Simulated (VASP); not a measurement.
Wanted: the native input for a VASP 6.6.1 run.

```yaml
Task: single point
Functional: PBE
Potentials_or_basis: VASP PAW PBE potentials, release 64 (La, Ta_pv, Tl_d)
Cutoff: 520 eV
k_mesh: 10 × 10 × 6
Occupations: gaussian, width 0.1 eV
Spin: no spin polarisation
Dipole_correction: no
Further_INCAR_settings: ALGO = Fast; EDIFF = 1e-06; NBANDS = 38
```

The structure of LaTaTl3 lies in POSCAR:

```
LaTaTl3
1.0
    4.2674218372      0.0000000000      0.0000000000
    0.0000000000      4.2674218372      0.0000000000
    0.0000000000      0.0000000000      8.6551371018
La Ta Tl
1 1 3
Direct
    0.0000000000      0.0000000000      0.0000000000
    0.5000000000      0.5000000000      0.0000000000
    0.0000000000      0.0000000000      0.5000000000
    0.5000000000      0.5000000000      0.3199839845
    0.5000000000      0.5000000000      0.6800160155
```

The cell was built from a structure type or drawn by symmetry, and may not be a known phase.

These files were run (other wordings do the same):

INCAR

```
SYSTEM = LaTaTl3
  PREC = Accurate
  ENCUT = 520
  EDIFF = 1E-6
  ISMEAR = 0
  SIGMA = 0.1
  LREAL = .False.
  LASPH = .True.
  NELM = 80
  ALGO = Fast
  ISIF = 2
  LWAVE = .False.
  LCHARG = .False.
  GGA = PE
  NBANDS = 38
```

KPOINTS

```
regular mesh
0
Gamma
  10 10 6
  0 0 0
```

Potentials or basis: VASP PAW PBE potentials, release 64 (La, Ta_pv, Tl_d).

Run with:

```sh
$ cat potpaw_PBE.64/La/POTCAR potpaw_PBE.64/Ta_pv/POTCAR potpaw_PBE.64/Tl_d/POTCAR > POTCAR
$ mpirun -np 1 vasp_std > vasp.out
```

It gave:

* Pressure: 0.0 GPa
* Largest force: 0.004 eV/Å
* Band gap on the k mesh: zero (an odd number of electrons rules out a gap without spin polarisation)

Caveat: spin-orbit coupling is left out, which moves the levels of the heavy elements.

Wall time 9.4 min on 1 thread of Intel(R) Xeon(R) 6975P-C (Granite Rapids), with other jobs on the host, peak memory 0.64 GiB.
